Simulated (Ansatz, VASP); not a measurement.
**Ga in VASP and in Ansatz**

The input INCAR:

```
SYSTEM = Ga
PREC = Accurate
ENCUT = 520
EDIFF = 1E-8
ISMEAR = -1
SIGMA = 0.08
LREAL = .False.
LASPH = .True.
NELM = 100
ALGO = Normal
ISIF = 2
LWAVE = .False.
LCHARG = .False.
GGA = PE
LEFG = .True.
NBANDS = 20
```

Contents of KPOINTS:

```
regular mesh
0
Gamma
  12 12 10
  0 0 0
```

File POSCAR:

```
Ga
1.0
    1.4500000000     -4.0650000000      0.0000000000
    1.4500000000      4.0650000000      0.0000000000
    0.0000000000      0.0000000000      3.2651000000
Ga
2
Direct
    0.8670000000      0.1330000000      0.2500000000
    0.1330000000      0.8670000000      0.7500000000
```

Input for Ansatz:

```yaml
crystal:
  lattice:
    - [1.45, -4.065, 0.0]
    - [1.45, 4.065, 0.0]
    - [0.0, 0.0, 3.2651]
  atoms:
    - { symbol: Ga, position: [0.867, 0.133, 0.25] }
    - { symbol: Ga, position: [0.133, 0.867, 0.75] }
kpoints:
  mp_grid: { grid: [12, 12, 10] }
scf:
  occupations: { method: fermi_dirac, width: 0.08 }
hamiltonian:
  xc: pbe
  pseudopotentials: { kind: paw }
output:
  forces: true
  stress: true
  eigenvalues: true
  efg: { contact_densities: true }
```

Change from the starting cell: zz strain of +3 %, PAW files.

Alike in both runs: task electric field gradients; functional PBE; k mesh 12 × 12 × 10; occupations fermi-dirac, width 0.08 eV; no spin polarisation.

|  | VASP | Ansatz |
| --- | --- | --- |
| version | VASP 6.6.1 | Ansatz 0.2.0 |
| potentials or method | VASP PAW PBE potentials, release 64 (Ga_d) | PAW with Ansatz's default frozen-core files, scalar-relativistic |
| plane-wave cutoff (eV) | 520 | 420 |
| valence electrons in the cell | 26 | 26 |

Ansatz gave:

```
pressure (GPa)                                                : 0.0
traceless stress, the component that is largest in VASP (GPa) : -1.87
rms of the force components (eV/Å)                            : 0.097
size of Vzz on the site where it differs most (V/Å²)          : 26.3
```

Which values does VASP return?

Pressure (GPa): 0.1; traceless stress, the component that is largest in VASP (GPa): -1.88; rms of the force components (eV/Å): 0.098; size of Vzz on the site where it differs most (V/Å²): 24.9.

Atom by atom the forces differ by 0.001 eV/Å (rms over components). The functional is the same, so the differences come from potentials, cutoffs and numerics.
